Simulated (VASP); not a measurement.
# CsSnI3 (Pm-3m) in VASP: further runs

The runs below take CsSnI3 through single point, with LDA, PBEsol, PBE.

All numbers are computed with VASP 6.6.1; they aren't measurements. Logs are shortened: lines on timing, memory, paths and dates and some standing lists are left out, and cuts for length are marked.

### Step 1. The cell of the first run

The structure is cubic, space group Pm-3m (No. 221). The conventional cell has a = 6.327 Å, b = 6.327 Å, c = 6.327 Å, α = 90.00°, β = 90.00°, γ = 90.00°. Cs (site symmetry m-3m) has 12 I at 4.47 Å and 8 Sn at 5.48 Å within 5.9 Å. Within 4.2 Å of I (site symmetry 4/mmm) lie 2 Sn at 3.16 Å. Within 4.2 Å of Sn (site symmetry m-3m) lie 6 I at 3.16 Å.

### Step 2. Single point, LDA (volume scaled by 1.06)

INCAR reads:

```
  PREC = Accurate
  ENCUT = 520
  EDIFF = 1E-7
  ISMEAR = -1
  SIGMA = 0.05
  LREAL = False
  LASPH = True
  NELM = 80
  ALGO = Normal
  ISIF = 2
  LWAVE = False
  LCHARG = False
  NBANDS = 30
```

KPOINTS reads:

```
Automatic mesh
0
Gamma
  5 5 5
```

POSCAR reads:

```
CsSnI3
1.0
    6.3274112921      0.0000000000      0.0000000000
    0.0000000000      6.3274112921      0.0000000000
    0.0000000000      0.0000000000      6.3274112921
Cs I Sn
1 3 1
Direct
    0.0000000000      0.0000000000      0.0000000000
    0.5000000000      0.5000000000      0.0000000000
    0.5000000000      0.0000000000      0.5000000000
    0.0000000000      0.5000000000      0.5000000000
    0.5000000000      0.5000000000      0.5000000000
```

Potentials or basis: VASP PAW LDA potentials, release 64 (Cs_sv, I, Sn_d).

Launch:

```bash
> cat potpaw_LDA.64/Cs_sv/POTCAR potpaw_LDA.64/I/POTCAR potpaw_LDA.64/Sn_d/POTCAR > POTCAR
> mpirun -np 1 vasp_std > vasp.out
```

OUTCAR:

```text
PREC = Accurate
   ENCUT = 520
   EDIFF = 1E-7
   ISMEAR = -1
   LREAL = False
   LASPH = True
   NELM = 80
   ISIF = 2

 ion  position               nearest neighbor table
   1  0.000  0.000  0.000-
   2  0.500  0.500  0.000-   5 3.16   5 3.16
   3  0.500  0.000  0.500-   5 3.16   5 3.16
   4  0.000  0.500  0.500-   5 3.16   5 3.16
   5  0.500  0.500  0.500-   2 3.16   3 3.16   4 3.16   2 3.16   3 3.16   4 3.16

  LATTYP: Found a simple cubic cell.
 ALAT       =     6.3274112921

  Lattice vectors:

 A1 = (   6.3274112921,   0.0000000000,   0.0000000000)
 A2 = (   0.0000000000,   6.3274112921,   0.0000000000)
 A3 = (   0.0000000000,   0.0000000000,   6.3274112921)

Analysis of symmetry for initial positions (statically):
=====================================================================
 Subroutine PRICEL returns:
 Original cell was already a primitive cell.

 Routine SETGRP: Setting up the symmetry group for a
 simple cubic supercell.

 Subroutine GETGRP returns: Found 48 space group operations
 (whereof 48 operations were pure point group operations)
 out of a pool of 48 trial point group operations.

The static configuration has the point symmetry O_h .

Analysis of symmetry for dynamics (positions and initial velocities):
=====================================================================
 Subroutine PRICEL returns:
 Original cell was already a primitive cell.

 Routine SETGRP: Setting up the symmetry group for a
 simple cubic supercell.

 Subroutine GETGRP returns: Found 48 space group operations
 (whereof 48 operations were pure point group operations)
 out of a pool of 48 trial point group operations.

The dynamic configuration has the point symmetry O_h .

 Subroutine INISYM returns: Found 48 space group operations
 (whereof 48 operations are pure point group operations),
 and found     1 'primitive' translations

----------------------------------------------------------------------------------------

                                     Primitive cell

  volume of cell :     253.3251

  direct lattice vectors                    reciprocal lattice vectors
     6.327411292  0.000000000  0.000000000     0.158042516  0.000000000  0.000000000
     0.000000000  6.327411292  0.000000000     0.000000000  0.158042516  0.000000000
     0.000000000  0.000000000  6.327411292     0.000000000  0.000000000  0.158042516

  length of vectors
     6.327411292  6.327411292  6.327411292     0.158042516  0.158042516  0.158042516

  position of ions in fractional coordinates (direct lattice)
     0.000000000  0.000000000  0.000000000
     0.500000000  0.500000000  0.000000000
     0.500000000  0.000000000  0.500000000
     0.000000000  0.500000000  0.500000000
     0.500000000  0.500000000  0.500000000

  ion indices of the primitive-cell ions
   primitive index   ion index
                 1           1
                 2           2
                 3           3
                 4           4
                 5           5

----------------------------------------------------------------------------------------

 KPOINTS: Automatic mesh

Automatic generation of k-mesh.
 Grid dimensions read from file:
 generate k-points for:    5    5    5

 Generating k-lattice:

  Cartesian coordinates                     Fractional coordinates (reciprocal lattice)
     0.031608503  0.000000000  0.000000000     0.200000000  0.000000000  0.000000000
     0.000000000  0.031608503  0.000000000     0.000000000  0.200000000  0.000000000
     0.000000000  0.000000000  0.031608503     0.000000000  0.000000000  0.200000000

  Length of vectors
     0.031608503  0.031608503  0.031608503

  Shift w.r.t. Gamma in fractional coordinates (k-lattice)
     0.000000000  0.000000000  0.000000000

 Subroutine IBZKPT returns following result:
 ===========================================

 Found     10 irreducible k-points:

 Following reciprocal coordinates:
            Coordinates               Weight
  0.000000  0.000000  0.000000      1.000000
  0.200000  0.000000  0.000000      6.000000
  0.400000  0.000000  0.000000      6.000000
  0.200000  0.200000  0.000000     12.000000
  0.400000  0.200000  0.000000     24.000000
  0.400000  0.400000  0.000000     12.000000
  0.200000  0.200000  0.200000      8.000000
  0.400000  0.200000  0.200000     24.000000
  0.400000  0.400000  0.200000     24.000000
  0.400000  0.400000  0.400000      8.000000
   k-points           NKPTS =     10   k-points in BZ     NKDIM =     10   number of bands    NBANDS=     30
   number of dos      NEDOS =    301   number of ions     NIONS =      5
   total plane-waves  NPLWV = 110592
   dimension x,y,z NGX =    48 NGY =   48 NGZ =   48
   dimension x,y,z NGXF=    96 NGYF=   96 NGZF=   96
   ions per type =               1   3   1
   NGX,Y,Z   is equivalent  to a cutoff of  12.61, 12.61, 12.61 a.u.
   NGXF,Y,Z  is equivalent  to a cutoff of  25.22, 25.22, 25.22 a.u.
 SYSTEM =  unknown system
   PREC   = accura    normal or accurate (medium, high low for compatibility)
   ISTART =      0    job   : 0-new  1-cont  2-samecut
   ICHARG =      2    charge: 1-file 2-atom 10-const
   ISPIN  =      1    spin polarized calculation?
   LNONCOLLINEAR =      F non collinear calculations
   LSORBIT =      F    spin-orbit coupling
   LASPH  =      T    aspherical Exc in radial PAW
   ENCUT  =  520.0 eV  38.22 Ry    6.18 a.u.  11.76 11.76 11.76*2*pi/ulx,y,z
   NELM   =     80;   NELMIN=  2; NELMDL= -5     # of ELM steps
   EDIFF  = 0.1E-06   stopping-criterion for ELM
   LREAL  =      F    real-space projection
   EDIFFG = 0.1E-05   stopping-criterion for IOM
   NSW    =      0    number of steps for IOM
   IBRION =     -1    ionic relax: 0-MD 1-quasi-New 2-CG
   NFREE  =      0    steps in history (QN), initial steepest desc. (CG)
   ISIF   =      2    stress and relaxation
   ISYM   =      2    0-nonsym 1-usesym 2-fastsym
   POTIM  = 0.5000    time-step for ionic-motion
   TEBEG  =    0.0;   TEEND  =   0.0 temperature during run
   PSTRESS=    0.0 pullay stress
   NELECT =      44.0000    total number of electrons
   NUPDOWN=      -1.0000    fix difference up-down
   EMIN   =  10.00;   EMAX   =-10.00  energy-range for DOS
   EFERMI =   0.00;   METHOD = LEGACY
   ISMEAR =    -1;   SIGMA  =   0.05  broadening in eV -4-tet -1-fermi 0-gaus
   EFERMI_NEDOS =   21; number of points for ismear=-14 and -15
   IALGO  =     38    algorithm
   IMIX   =      4    mixing-type and parameters
     AMIX     =   0.40;   BMIX     =  1.00
     AMIX_MAG =   1.60;   BMIX_MAG =  1.00
  volume/ion in A,a.u.               =      50.67       341.90
  Fermi-wavevector in a.u.,A,eV,Ry     =   0.913411  1.726097 11.351613  0.834320
  Thomas-Fermi vector in A             =   2.037920
   LORBIT       =      0    0 simple, 1 ext, 2 COOP (PROOUT), +10 PAW based schemes
   GGA     = CA    functional components
   LHFCALC =     F    Hartree Fock is set to
   AEXX    =    0.0000 exact exchange contribution
   IVDW    =     0    specifies the selected vdW correction
   LEPSILON=     F    determine dielectric tensor
   LRPA    =     F    only Hartree local field effects (RPA)
 non-spin polarized calculation
  energy-cutoff  :      520.00
  volume of cell :      253.33
 maximum number of plane-waves:      6859
 NGX is ok and might be reduce to    48
   NGX = 23   NGY = 23   NGZ = 23

 number of electron      43.9999994 magnetization

 Free energy of the ion-electron system (eV)
  ---------------------------------------------------
  ext. energy  EPLUGINS =         0.00000000
  ---------------------------------------------------
  free energy    TOTEN  =       -15.87326919 eV

  energy without entropy =      -15.87326918  energy(sigma->0) =      -15.87326918

 E-fermi :   2.0153     XC(G=0):  -7.6536

 val. band max:        1.1430100634   @ k =   0.4000   0.4000   0.4000
 cond. band min:       2.9229526612   @ k =   0.4000   0.4000   0.4000
 fundamental gap:      1.7799425978
 Fermi energy:         2.0153107619

 k-point     1 :       0.0000    0.0000    0.0000
  band No.  band energies     occupation
      1     -20.0123      2.00000
      2     -19.8442      2.00000
      3     -19.8442      2.00000
      4     -19.8264      2.00000
      5     -19.8264      2.00000
      6     -19.8264      2.00000
[... 22 lines left out ...]
     29       6.4713      0.00000
     30       6.4713      0.00000

 k-point     2 :       0.2000    0.0000    0.0000
  band No.  band energies     occupation
      1     -20.0122      2.00000
      2     -19.8442      2.00000
      3     -19.8438      2.00000
      4     -19.8264      2.00000
      5     -19.8264      2.00000
      6     -19.8264      2.00000
[... 22 lines left out ...]
     29       5.9192      0.00000
     30       6.4525      0.00000

 k-point     3 :       0.4000    0.0000    0.0000
  band No.  band energies     occupation
      1     -20.0121      2.00000
      2     -19.8442      2.00000
      3     -19.8432      2.00000
      4     -19.8265      2.00000
      5     -19.8265      2.00000
      6     -19.8264      2.00000
[... 22 lines left out ...]
     29       6.1753      0.00000
     30       6.7840      0.00000

 k-point     4 :       0.2000    0.2000    0.0000
  band No.  band energies     occupation
      1     -20.0121      2.00000
      2     -19.8440      2.00000
      3     -19.8436      2.00000
      4     -19.8265      2.00000
      5     -19.8264      2.00000
      6     -19.8264      2.00000
[... 154 lines left out ...]
     29       6.7150      0.00000
     30       6.9558      0.00000

 k-point     9 :       0.4000    0.4000    0.2000
  band No.  band energies     occupation
      1     -20.0117      2.00000
      2     -19.8433      2.00000
      3     -19.8427      2.00000
      4     -19.8266      2.00000
      5     -19.8265      2.00000
      6     -19.8265      2.00000
[... 22 lines left out ...]
     29       6.4871      0.00000
     30       6.9317      0.00000

 k-point    10 :       0.4000    0.4000    0.4000
  band No.  band energies     occupation
      1     -20.0116      2.00000
      2     -19.8427      2.00000
      3     -19.8427      2.00000
      4     -19.8266      2.00000
      5     -19.8266      2.00000
      6     -19.8266      2.00000
[... 22 lines left out ...]
     29       6.2153      0.00000
     30       7.2050      0.00000

------------------------ aborting loop because EDIFF is reached ----------------------------------------

  FORCE on cell =-STRESS in cart. coord.  units (eV):
  Direction    XX          YY          ZZ          XY          YZ          ZX
  --------------------------------------------------------------------------------------
  -------------------------------------------------------------------------------------
  Total       -3.5239444     -3.5239444     -3.5239444      0.0000000     -0.0000000      0.0000000
  in kB      -22.2875038    -22.2875038    -22.2875038      0.0000000     -0.0000000      0.0000000
  external PRESSURE =     -22.2875038 kB  Pullay stress =       0.0000000 kB

 VOLUME and BASIS-vectors are now :
 -----------------------------------------------------------------------------
  energy-cutoff  :      520.00
  volume of cell :      253.33
      direct lattice vectors                 reciprocal lattice vectors
     6.327411292  0.000000000  0.000000000     0.158042516  0.000000000  0.000000000
     0.000000000  6.327411292  0.000000000     0.000000000  0.158042516  0.000000000
     0.000000000  0.000000000  6.327411292     0.000000000  0.000000000  0.158042516

 POSITION                                       TOTAL-FORCE (eV/Angst)
 -----------------------------------------------------------------------------------
      0.00000      0.00000      0.00000         0.000000      0.000000      0.000000
      3.16371      3.16371      0.00000         0.000000      0.000000      0.000000
      3.16371      0.00000      3.16371         0.000000      0.000000      0.000000
      0.00000      3.16371      3.16371         0.000000      0.000000      0.000000
      3.16371      3.16371      3.16371         0.000000      0.000000      0.000000
 -----------------------------------------------------------------------------------
    total drift:                                0.000000     -0.000000     -0.000000

  FREE ENERGIE OF THE ION-ELECTRON SYSTEM (eV)
  ---------------------------------------------------
  free  energy   TOTEN  =       -15.8732691867 eV

  energy  without entropy=      -15.8732691801  energy(sigma->0) =      -15.87326918
```

Run time: 46 s. Hardware: 1 thread of Intel Xeon 6975P-C (Granite Rapids), shared host; peak memory 0.3 GiB.

What came out:

```yaml
Free_energy: -15.8733 eV
Pressure: -2.2 GPa
Band_gap_on_the_k_mesh: 1.78 eV, direct
```

Caveat: spin-orbit coupling is left out, which moves the levels of the heavy elements.

### Step 3. Single point, PBEsol (volume scaled by 1.06)

INCAR reads:

```
SYSTEM = CsSnI3
PREC = Accurate ; ENCUT = 520
EDIFF = 1E-6 ; ISMEAR = -1
SIGMA = 0.05 ; LREAL = .False.
LASPH = .True. ; NELM = 60
ALGO = Normal ; ISIF = 2
LWAVE = .False. ; LCHARG = .False.
GGA = PS ; NBANDS = 30
```

KPOINTS reads:

```
regular mesh
0
Gamma
  5 5 5
  0 0 0
```

POSCAR is that of step 2.

Potentials or basis: VASP PAW PBE potentials, release 64 (Cs_sv, I, Sn_d).

Launch:

```bash
> cat potpaw_PBE.64/Cs_sv/POTCAR potpaw_PBE.64/I/POTCAR potpaw_PBE.64/Sn_d/POTCAR > POTCAR
> mpirun -np 1 vasp_std > vasp.out
```

It took 40 s on 1 thread of Intel Xeon 6975P-C (Granite Rapids), shared host; peak memory 0.35 GiB.

Results (log left out):

- Free energy: -15.0102 eV
- Pressure: -1.5 GPa
- Band gap on the k mesh: 1.78 eV, direct

Levels at points of the mesh, in eV from the valence-band top:
```tsv
k point	band 20	band 21	band 22	band 23	band 24	band 25
(0.00, 0.00, 0.00)	-1.05	-1.05	-1.05	3.13	4.20	4.20
```

Caveat: the PAW data sets were made with another functional, which shifts forces and pressure a little; spin-orbit coupling is left out, which moves the levels of the heavy elements.

(Continued in part 2 of 2.)
